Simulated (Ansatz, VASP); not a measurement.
## MoS2: VASP beside Ansatz

```xyz
3
Lattice="1.5762 0.9100 6.1029 -1.5762 0.9100 6.1029 0.0000 -1.8201 6.1029" Properties=species:S:1:pos:R:3 pbc="T T T"
Mo    0.0000    0.0000    0.0000
S     0.0000    0.0000   13.7021
S     0.0000    0.0000   10.7087
```

Change from the starting cell: volume scaled by 0.99.

Alike in both runs: task single point; functional LDA; k mesh 15 × 15 × 15; occupations fermi-dirac, width 0.05 eV; no spin polarisation.

```csv
,VASP,Ansatz
version,VASP 6.6.1,Ansatz 0.2.0
potentials or method,"VASP PAW LDA potentials, release 64 (Mo_sv, S), cutoff 520 eV","all-electron LAPW, scalar-relativistic"
```

|  | VASP | Ansatz | Ansatz less VASP |
| --- | --- | --- | --- |
| pressure (GPa) | 3.2 | 3.2 | -0.04 |
| traceless stress, the component that is largest in VASP (GPa) | 4.93 | 4.98 | +0.047 |
| rms of the force components (eV/Å) | 0.483 | 0.479 | -0.0037 |

LDA's correlation is that of Perdew and Zunger in VASP and of Perdew and Wang (1992) in Ansatz. Atom by atom the forces differ by 0.004 eV/Å (rms over components). Ansatz ran all-electron here, and VASP with PAW potentials.
